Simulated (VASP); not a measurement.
A run of VASP 6.6.1 is set up as follows.

File INCAR:

```
SYSTEM = Y
PREC = Accurate ; ENCUT = 520
EDIFF = 1E-7 ; ISMEAR = 0
SIGMA = 0.15 ; LREAL = .FALSE.
LASPH = .TRUE. ; NELM = 60
ALGO = Fast ; ISIF = 2
LWAVE = .FALSE. ; LCHARG = .TRUE.
GGA = PE ; LELF = .TRUE.
LVHAR = .TRUE. ; NBANDS = 18
```

The input KPOINTS:

```
Automatic mesh
0
G
  18 18 8
  0 0 0
```

POSCAR

```
Y
1.0
    3.7427867180      0.0000000000      0.0000000000
   -1.8713933590      3.2413483788      0.0000000000
    0.0000000000      0.0000000000      5.8910850000
Y
2
Direct
    0.3333333333      0.6666666667      0.2500000000
    0.6666666667      0.3333333333      0.7500000000
```

Potentials or basis: VASP PAW PBE potentials, release 64 (Y_sv).

Command:

```console
$ cat potpaw_PBE.64/Y_sv/POTCAR > POTCAR
$ mpirun -np 1 vasp_std > vasp.out
```

(1) Estimate the pressure.

(2) Predict the band gap on the k mesh.

Results:

(1) -3.0 GPa.

(2) zero (band 11 reaches 3.50 eV, above the bottom of band 12 at 2.14 eV).

Caveat: the cell differs from its parent crystal (strain +0.025 along x and y, +0.025 along z).
